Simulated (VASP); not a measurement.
Write the native input for VASP 6.6.1 that does the following.

| Property | Result |
| --- | --- |
| Task | relaxation of the atoms |
| Functional | PBEsol |
| Potentials or basis | VASP PAW PBE potentials, release 64 (C, Ta_pv, H) |
| Cutoff | 520 eV |
| k mesh | 9 × 9 × 1 |
| Occupations | gaussian, width 0.1 eV |
| Spin | no spin polarisation |
| Dipole correction | yes |
| Atoms held fixed (from 0) | [0, 1, 3] |
| Further INCAR settings | ALGO = Normal; EDIFF = 1e-07; NELMDL = -8; IBRION = 2; EDIFFG = -0.03; NSW = 90 |

The structure of Ta3HC3 lies in POSCAR:

```
Ta3HC3
1.0
    3.1393032032      0.0000000000      0.0000000000
   -1.5696516016      2.7187163241      0.0000000000
    0.0000000000      0.0000000000     25.4080758298
C Ta H
3 3 1
Selective dynamics
Direct
    0.3333333333      0.6666666667      0.3345393039  F F F
    0.0000000000      0.0000000000      0.4354218086  F F F
    0.6666666667      0.3333333333      0.5381617791  T T T
    0.6666666667      0.3333333333      0.3849805562  F F F
    0.3333333333      0.6666666667      0.4866194037  T T T
    0.0000000000      0.0000000000      0.5829792586  T T T
    0.3333333333      0.6666666667      0.6176139159  T T T
```

The input as run:

INCAR

```
PREC     = Accurate       # precision mode
ENCUT    = 520            # plane-wave cutoff, eV
EDIFF    = 1E-7           # SCF threshold, eV
ISMEAR   = 0              # smearing method
SIGMA    = 0.1            # smearing width, eV
LREAL    = False          # projectors in reciprocal space
LASPH    = True           # aspherical terms in the spheres
NELM     = 120            # most SCF steps
ALGO     = Normal         # electronic algorithm
ISIF     = 2              # what is computed and relaxed
LWAVE    = False          # write WAVECAR
LCHARG   = False          # write CHGCAR
LDIPOL   = True         
IDIPOL   = 3            
DIPOL    = 0.5 0.5 0.483
GGA      = PS             # functional
IBRION   = 2              # ionic algorithm
NSW      = 90             # ionic steps
EDIFFG   = -0.03          # ionic threshold
GGA_COMPAT= False        
NELMIN   = 4            
NELMDL   = -8
```

KPOINTS

```
Automatic mesh
0
Gamma
  9 9 1
```

Potentials or basis: VASP PAW PBE potentials, release 64 (C, Ta_pv, H).

Run with:

```bash
$ cat potpaw_PBE.64/C/POTCAR potpaw_PBE.64/Ta_pv/POTCAR potpaw_PBE.64/H/POTCAR > POTCAR
$ mpirun -np 1 vasp_std > vasp.out
```

It gave:

```
Energy gained by relaxing : 5.6 meV/atom
Ionic steps               : 10
Band gap on the k mesh    : zero (bands 23 and 24 overlap by 0.28 eV)
```

Caveat: spin-orbit coupling is left out, which moves the levels of the heavy elements.

Wall time 8.3 min on 1 thread of Intel(R) Xeon(R) Platinum 8488C (Sapphire Rapids) (shared host), peak memory 0.37 GiB.
